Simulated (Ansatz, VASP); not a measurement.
## InP: VASP beside Ansatz

```
In P
1.0
     0.00000    2.69895    2.69895
     2.69895    0.00000    2.69895
     2.69895    2.69895    0.00000
In P
1 1
Direct
  0.00000 0.00000 0.00000
  0.50000 0.50000 0.50000
```

Alike in both runs: task single point; functional LDA; k mesh 8 × 8 × 8; occupations gaussian, width 0.05 eV; no spin polarisation.

|  | VASP | Ansatz |
| --- | --- | --- |
| version | VASP 6.6.1 | Ansatz 0.2.0 |
| potentials or method | VASP PAW LDA potentials, release 64 (In_d, P), cutoff 500 eV | scalar-relativistic, plane waves, PAW |
| valence electrons in the cell | 18 | 18 |

VASP gave:

- gap on the k mesh at the Fermi level (eV): none
- pressure (GPa): 0.9

Task: Estimate Ansatz's values.

Result: gap on the k mesh at the Fermi level (eV): none; pressure (GPa): 0.8.

LDA's correlation is that of Perdew and Zunger in VASP and of Perdew and Wang (1992) in Ansatz. A gap of «none» marks a metal or a gap that the smearing closes.
